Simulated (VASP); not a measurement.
Runs of VASP 6.6.1 on SrTiO3. The structure is that of space group Pm-3m (No. 221), or close to it. The cells are those of the table. 

| cell | gap on the mesh (eV) | pressure (GPa) |
| --- | --- | --- |
| a = 3.905 Å, 5 atoms | (d) | -1.3 |
| a = 3.671 Å, 5 atoms | (b) | 48.6 |
| a = 3.839 Å, 5 atoms | (c) | 9.1 |
| a = 3.891 Å, 5 atoms | 1.82 | (a) |
| a = 3.942 Å, 5 atoms | 1.75 | -6.1 |
| a = 3.784 Å, 5 atoms | 1.95 | 19.5 |
| a = 3.729 Å, 5 atoms | 2.02 | 32.4 |
| a = 3.612 Å, 5 atoms | 2.13 | 68.7 |

Alike in all rows: task single point; level PBEsol; potentials or basis VASP PAW PBE potentials, release 64 (Sr_sv, Ti_sv, O); no spin polarisation; k mesh 6 × 6 × 6; cutoff (eV) 520; smearing gaussian 0.05 eV.

**Question.** Estimate the missing entries.

**Answer.** (a) 0.7; (b) 2.08; (c) 1.89; (d) 1.80.

Caveats: the PAW data sets were made with another functional, which shifts forces and pressure a little; the cell stands under pressure (at least some runs); the cell stands under tension (at least some runs).

A k mesh can miss the band edges, and the runs leave out spin-orbit coupling on Sr.
